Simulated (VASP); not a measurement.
A run of VASP 6.6.1 is set up as follows.

File INCAR:

```
SYSTEM = CdS
  ALGO = Normal
  EDIFF = 1E-7
  ENCUT = 520
  ISIF = 2
  ISMEAR = -1
  LASPH = .True.
  LCHARG = .False.
  LREAL = .False.
  LWAVE = .False.
  NBANDS = 16
  NELM = 100
  PREC = Accurate
  SIGMA = 0.05
```

KPOINTS

```
k-points
0
Gamma
  8 8 8
  0 0 0
```

File POSCAR:

```
CdS
1.0
    0.0000000000      2.7160334386      2.7160334386
    2.7160334386      0.0000000000      2.7160334386
    2.7160334386      2.7160334386      0.0000000000
Cd S
1 1
Direct
    0.0000000000      0.0000000000      0.0000000000
    0.5000000000      0.5000000000      0.5000000000
```

Potentials or basis: VASP PAW LDA potentials, release 64 (Cd, S).

Launch:

```console
$ cat potpaw_LDA.64/Cd/POTCAR potpaw_LDA.64/S/POTCAR > POTCAR
$ mpirun -np 1 vasp_std > vasp.out
```

(1) Predict the pressure.

## Answers

(1) -3.6 GPa.
